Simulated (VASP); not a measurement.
Crystal: ScCr2.

```
Sc Cr
1.0
     3.49993    0.00000    0.00000
    -1.74996    3.03103    0.00000
     0.00000    0.00000    3.77899
Sc Cr
1 2
Direct
  0.00000 0.00000 0.00000
  0.33333 0.66667 0.50000
  0.66667 0.33333 0.50000
```

| Item | Value |
| --- | --- |
| Program | VASP 6.6.1 |
| Task | relaxation of cell and atoms |
| Functional | PBE |
| Potentials or basis | VASP PAW PBE potentials, release 64 (Sc_sv, Cr_pv) |
| Cutoff | 600 eV |
| k mesh | 6 × 6 × 4 |
| Occupations | gaussian, width 0.1 eV |
| Spin | no spin polarisation |

At the start: pressure 36.2 GPa; volume 13.36 Å³/atom.

Q: Where does the relaxation end?

A: Over 14 steps the energy falls by 322.3 meV/atom and the volume is 16.83 Å³/atom (+25.9 %); space group P6/mmm (No. 191, to 0.05 Å).

Step by step:
```csv
step,energy change (eV),largest force (eV/Å),pressure (GPa),volume (Å³)
1,0.0000,0.0000,36.18,40.09
2,-0.1729,0.0000,-16.26,60.27
3,-0.8465,0.0000,-0.60,49.32
4,-0.8471,0.0000,-0.05,49.09
5,-0.8470,0.0000,0.41,48.90
6,-0.8808,0.0000,0.26,49.14
7,-0.9490,0.0000,0.77,49.72
8,-0.7182,0.0000,5.03,50.31
9,-0.9625,0.0000,1.03,49.86
10,-0.9640,0.0000,1.40,49.98
11,-0.9652,0.0000,1.26,49.94
12,-0.9651,0.0000,1.27,49.95
13,-0.9565,0.0000,-2.66,51.71
14,-0.9670,0.0000,0.03,50.48
```

Final structure:
```cif
data_structure
_symmetry_space_group_name_H-M 'P 1'
_symmetry_Int_Tables_number 1
_cell_length_a 3.6037
_cell_length_b 3.6037
_cell_length_c 4.4881
_cell_angle_alpha 90.000
_cell_angle_beta 90.000
_cell_angle_gamma 120.000
_cell_volume 50.48
loop_
_atom_site_label
_atom_site_type_symbol
_atom_site_fract_x
_atom_site_fract_y
_atom_site_fract_z
_atom_site_occupancy
Sc1 Sc 0.00000 0.00000 0.00000 1
Cr1 Cr 0.33333 0.66667 0.50000 1
Cr2 Cr 0.66667 0.33333 0.50000 1
```

Caveat: the k points lie up to 0.35 Å⁻¹ apart in the final cell; the volume moved by over 15 % at a fixed basis, so the end points are rough.
